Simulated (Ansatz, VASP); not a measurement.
## LiH: VASP beside Ansatz

File POSCAR:

```
LiH
1.0
    0.0000000000      2.0230801250      2.0230801250
    2.0230801250      0.0000000000      2.0230801250
    2.0230801250      2.0230801250      0.0000000000
Li H
1 1
Direct
    0.0000000000      0.0000000000      0.0000000000
    0.5000000000      0.5000000000      0.5000000000
```

INCAR.step1

```
ALGO = Normal
EDIFF = 1E-5
ENCUT = 520
GGA = PE
ISIF = 2
ISMEAR = 1
LASPH = True
LCHARG = False
LREAL = False
LWAVE = True
NBANDS = 9
NELM = 80
PREC = Accurate
SIGMA = 0.01
```

INCAR.step2

```
AEXX = 0.25
ALGO = Normal
EDIFF = 1E-7
ENCUT = 520
ISIF = 2
ISMEAR = 1
ISTART = 1
LASPH = True
LCHARG = False
LHFCALC = True
LMIXTAU = True
LREAL = False
LWAVE = False
METAGGA = R2SCAN
NBANDS = 9
NELM = 80
PREC = Accurate
PRECFOCK = Normal
SIGMA = 0.01
```

Contents of KPOINTS:

```
k-points
0
Gamma
  6 6 6
```

Contents of input.yaml:

```yaml
crystal:
  lattice:
    - [0.0, 2.023080125, 2.023080125]
    - [2.023080125, 0.0, 2.023080125]
    - [2.023080125, 2.023080125, 0.0]
  atoms:
    - { symbol: Li, position: [0.0, 0.0, 0.0] }
    - { symbol: H, position: [0.5, 0.5, 0.5] }
hamiltonian:
  xc: r2scan0
  pseudopotentials: { kind: paw, source: jth }
kpoints:
  mp_grid: { grid: [6, 6, 6] }
scf:
  occupations: { method: methfessel_paxton, width: 0.01 }
output:
  forces: true
  stress: true
  eigenvalues: true
```

Alike in both runs: task single point; functional r2SCAN0; k mesh 6 × 6 × 6; occupations methfessel-paxton of order 1, width 0.01 eV; no spin polarisation.

```csv
,VASP,Ansatz
version,VASP 6.6.1,Ansatz 0.2.0
potentials or method,"VASP PAW PBE potentials, release 64 (Li_sv, H)",JTH PAW
plane-wave cutoff (eV),520,1170
valence electrons in the cell,4,4
```

VASP gave:

| Quantity | Value |
| --- | --- |
| gap on the k mesh at the Fermi level (eV) | 5.15 |
| least direct gap on the mesh (eV) | 5.15 |

Q: Which values does Ansatz return?

A: gap on the k mesh at the Fermi level (eV): 5.13; least direct gap on the mesh (eV): 5.13.

VASP's potentials were made for PBE, not for r2SCAN0.

The k mesh is coarse, so the values compare programs but aren't converged. Noted on VASP's run: the cutoff is under 1.25 times that of the potentials, so the pressure is a little rough.
